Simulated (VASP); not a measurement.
Wanted: the native input for a VASP 6.6.1 run.

| Item | Value |
| --- | --- |
| Task | dielectric tensor |
| Functional | r2SCAN |
| Potentials or basis | VASP PAW PBE potentials, release 64 (B, N) |
| Cutoff | 520 eV |
| k mesh | 9 × 9 × 6 |
| Occupations | gaussian, width 0.01 eV |
| Spin | no spin polarisation |
| Dipole correction | no |
| Further INCAR settings | ALGO = Normal; EDIFF = 1e-08 |

The structure of BN lies in POSCAR:

```
BN
1.0
    2.5693894996      0.0000000000      0.0000000000
   -1.2846947498      2.2251565788      0.0000000000
    0.0000000000      0.0000000000      4.2498934949
B N
2 2
Direct
    0.3333333333      0.6666666667      0.0000783236
    0.6666666667      0.3333333333      0.5000783236
    0.3333333333      0.6666666667      0.3749216764
    0.6666666667      0.3333333333      0.8749216764
```

This cell differs from its parent crystal: strain +1.0%.

The input as run:

INCAR

```
SYSTEM = BN
PREC = Accurate ; ENCUT = 520
EDIFF = 1E-8 ; ISMEAR = 0
SIGMA = 0.01 ; LREAL = .False.
LASPH = .True. ; NELM = 100
ALGO = Normal ; ISIF = 2
LWAVE = .False. ; LCHARG = .False.
METAGGA = R2SCAN ; LMIXTAU = .True.
LCALCEPS = .True.
```

KPOINTS

```
Automatic mesh
0
Gamma
  9 9 6
  0 0 0
```

Potentials or basis: VASP PAW PBE potentials, release 64 (B, N).

Command:

```console
$ cat potpaw_PBE.64/B/POTCAR potpaw_PBE.64/N/POTCAR > POTCAR
$ mpirun -np 1 vasp_std > vasp.out
```

Results of the run:

| Property | Result |
| --- | --- |
| Band gap on the k mesh | 5.77 eV, indirect (least direct gap 8.82 eV) |
| Electronic dielectric tensor (diagonal) | 4.47, 4.47, 4.64 |
| Born charges (mean of the diagonal) | B +1.99; N -1.99 e |

Caveat: the cell differs from its parent crystal (strain +1.0%).

Wall time 15 min on 1 thread of Intel(R) Xeon(R) 6975P-C (Granite Rapids), with other jobs on the host, peak memory 0.38 GiB.
